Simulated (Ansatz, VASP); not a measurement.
**Two plane-wave programs on WS2**

```
S W
1.0
     3.15955    0.00000    0.00000
    -1.57977    2.73625    0.00000
     0.00000    0.00000   23.80426
S W
4 2
Cartesian
  0.0000 1.8242 4.5000
  0.0000 1.8242 7.6521
  0.0000 3.6483 10.8921
  0.0000 3.6483 14.0443
  1.5798 0.9121 6.0761
  1.5798 2.7362 12.4682
```

Alike in both runs: task single point; functional PBE; dispersion D3(BJ); k mesh 9 × 9 × 1; occupations gaussian, width 0.05 eV; no spin polarisation.

|  | VASP | Ansatz |
| --- | --- | --- |
| version | VASP 6.6.1 | Ansatz 0.2.0 |
| potentials or method | VASP PAW PBE potentials, release 64 (S, W_sv), cutoff 520 eV | scalar-relativistic, plane waves, PAW |
| valence electrons in the cell | 52 | 52 |

VASP gave:

| Item | Value |
| --- | --- |
| gap on the k mesh at the Fermi level (eV) | 1.66 |
| least direct gap on the mesh (eV) | 1.88 |
| rms of the force components (eV/Å) | 0.023 |

Which values does Ansatz return?

gap on the k mesh at the Fermi level (eV): 1.64; least direct gap on the mesh (eV): 1.88; rms of the force components (eV/Å): 0.023.

Spin-orbit coupling is off throughout.
